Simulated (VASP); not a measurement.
# Os (P6_3/mmc) in VASP: a series of runs, part 2 of 2

VASP 6.6.1. Earlier steps stand in the parts before.

## (3) Relaxation of cell and atoms, PBEsol

This run uses another cell than the first one, of 14.13 Å³/atom, 1.017 times its volume.

The input, INCAR:

```
ALGO = Fast ; EDIFF = 1E-6
EDIFFG = -0.005 ; ENCUT = 600
GGA = PS ; IBRION = 2
ISIF = 3 ; ISMEAR = 0
LASPH = True ; LCHARG = False
LREAL = False ; LWAVE = False
NELM = 100 ; NSW = 100
PREC = Accurate ; SIGMA = 0.1
```

The input, KPOINTS:

```
k-points
0
Gamma
  18 18 10
```

The input, POSCAR:

```
Os
1.0
    2.7461342319      0.0000000000      0.0000000000
   -1.3730671160      2.3782220071      0.0000000000
    0.0000000000      0.0000000000      4.3263142200
Os
2
Direct
    0.3333333300      0.6666666700      0.2500000000
    0.6666666700      0.3333333300      0.7500000000
```

Potentials or basis: VASP PAW PBE potentials, release 64 (Os).

Launch:

```sh
cat potpaw_PBE.64/Os/POTCAR > POTCAR
mpirun -np 1 vasp_std > vasp.out
```

OUTCAR:

```text
EDIFF = 1E-6
   EDIFFG = -0.005
   ENCUT = 600
   GGA = PS
   IBRION = 2
   ISIF = 3
   ISMEAR = 0
   LASPH = True
   LREAL = False
   NELM = 100
   NSW = 100
   PREC = Accurate

 ion  position               nearest neighbor table
   1  0.333  0.667  0.250-   2 2.68   2 2.68   2 2.68   2 2.68   2 2.68   2 2.68
   2  0.667  0.333  0.750-   1 2.68   1 2.68   1 2.68   1 2.68   1 2.68   1 2.68

  LATTYP: Found a hexagonal cell.
 ALAT       =     2.7461342319
 C/A-ratio  =     1.5754197918

  Lattice vectors:

 A1 = (   2.7461342319,   0.0000000000,   0.0000000000)
 A2 = (  -1.3730671160,   2.3782220071,   0.0000000000)
 A3 = (   0.0000000000,   0.0000000000,   4.3263142200)

Analysis of symmetry for initial positions (statically):
=====================================================================
 Subroutine PRICEL returns:
 Original cell was already a primitive cell.

 Routine SETGRP: Setting up the symmetry group for a
 hexagonal supercell.

 Subroutine GETGRP returns: Found 24 space group operations
 (whereof 12 operations were pure point group operations)
 out of a pool of 24 trial point group operations.

The static configuration has the point symmetry D_3d.
 The point group associated with its full space group is D_6h.

Analysis of symmetry for dynamics (positions and initial velocities):
=====================================================================
 Subroutine PRICEL returns:
 Original cell was already a primitive cell.

 Routine SETGRP: Setting up the symmetry group for a
 hexagonal supercell.

[... 166 lines left out ...]
  external PRESSURE =     -65.1288953 kB  Pullay stress =       0.0000000 kB
[... 23 lines left out ...]
--------------------------------------- Ionic step        2  -------------------------------------------

 number of electron      16.0000000 magnetization

 E-fermi :  10.4778     XC(G=0): -14.5814

 val. band max:       10.4734217903   @ k =   0.2222   0.0556   0.3000
 cond. band min:      10.4996606653   @ k =   0.1667   0.1111   0.3000
 fundamental gap:      0.0262388749
 Fermi energy:        10.4777755638

 k-point     1 :       0.0000    0.0000    0.0000
  band No.  band energies     occupation
      1      -1.2056      2.00000
      2       1.9053      2.00000
      3       7.0503      2.00000
      4       7.0503      2.00000
      5       7.2921      2.00000
      6       7.9952      2.00000
      7       7.9952      2.00000
      8       8.7821      2.00000
      9       8.7821      2.00000
     10      10.4579      1.22142
     11      12.3770      0.00000
     12      12.3770      0.00000
[... 596 lines left out ...]
--------------------------------------- Ionic step        9  -------------------------------------------

 number of electron      16.0000001 magnetization

 Free energy of the ion-electron system (eV)
  ---------------------------------------------------
  ext. energy  EPLUGINS =         0.00000000
  ---------------------------------------------------
  free energy    TOTEN  =       -24.48670205 eV

  energy without entropy =      -24.47930021  energy(sigma->0) =      -24.48300113

 E-fermi :   9.3905     XC(G=0): -14.1856

 val. band max:        9.3813079333   @ k =   0.2222   0.0556   0.3000
 cond. band min:       9.3992230250   @ k =   0.4444   0.1111   0.4000
 fundamental gap:      0.0179150917
 Fermi energy:         9.3905224966

 k-point     1 :       0.0000    0.0000    0.0000
  band No.  band energies     occupation
      1      -1.6541      2.00000
      2       1.5118      2.00000
      3       6.2975      2.00000
      4       6.2975      2.00000
      5       6.5470      2.00000
      6       7.1488      2.00000
      7       7.1488      2.00000
      8       7.8225      2.00000
      9       7.8225      2.00000
     10       9.3788      1.13220
     11      11.1004      0.00000
     12      11.1004      0.00000
[... 374 lines left out ...]
  FREE ENERGIE OF THE ION-ELECTRON SYSTEM (eV)
  ---------------------------------------------------
  free  energy   TOTEN  =       -24.4867020498 eV

  energy  without entropy=      -24.4793002109  energy(sigma->0) =      -24.48300113

 reached required accuracy - stopping structural energy minimisation
```

It took 4.9 min on 1 thread of Intel Xeon Platinum 8259CL at 2.50GHz (Skylake/Cascade Lake), shared host; peak memory 0.24 GiB.

Results:

```yaml
Free_energy: -24.4867 eV
Relaxed_volume: 13.91 Å³/atom
Relaxed_cell: a = 2.729 Å, b = 2.729 Å, c = 4.315 Å, α = 90.00°, β = 90.00°, γ = 120.00°
Space_group_after_relaxing_to_0.05_Å: P6_3/mmc (No. 194)
Energy_gained_by_relaxing: 4.6 meV/atom
Ionic_steps: 9
Pressure_after_relaxing: 0.0 GPa
Band_gap_on_the_k_mesh: zero (band 8 reaches 11.46 eV, above the bottom of band 9 at 7.47 eV)
```

The path:
```csv
step,energy change (eV),largest force (eV/Å),pressure (GPa),volume (Å³)
1,0.0000,0.0000,-6.51,28.25
2,0.1854,0.0000,36.03,25.97
3,-0.0091,0.0000,-0.12,27.83
4,-0.0091,0.0000,0.02,27.82
5,-0.0091,0.0000,0.16,27.82
6,-0.0090,0.0000,0.05,27.82
7,-0.0093,0.0000,0.10,27.82
8,-0.0093,0.0000,-0.30,27.84
9,-0.0093,0.0000,-0.01,27.82
```

Final structure:
```xyz
2
Lattice="2.7287 0.0000 0.0000 -1.3643 2.3631 0.0000 0.0000 0.0000 4.3146" Properties=species:S:1:pos:R:3 pbc="T T T"
Os    0.0000    1.5754    1.0787
Os    1.3643    0.7877    3.2360
```

Levels at points of the mesh, in eV from the Fermi level:
```csv
k point,band 6,band 7,band 8,band 9,band 10,band 11
"(0.00, 0.00, 0.00)",-2.24,-2.24,-1.57,-1.57,-0.01,1.71
"(0.50, 0.00, 0.00)",-2.61,-1.91,2.07,2.64,2.75,4.46
"(0.00, 0.00, 0.50)",-3.29,-3.29,-3.29,0.91,0.91,0.91
"(0.50, 0.00, 0.50)",-1.22,-0.18,-0.18,2.41,2.41,3.33
```

Caveat: the PAW data sets were made with another functional, which shifts forces and pressure a little; spin-orbit coupling is left out, which moves the levels of the heavy elements.
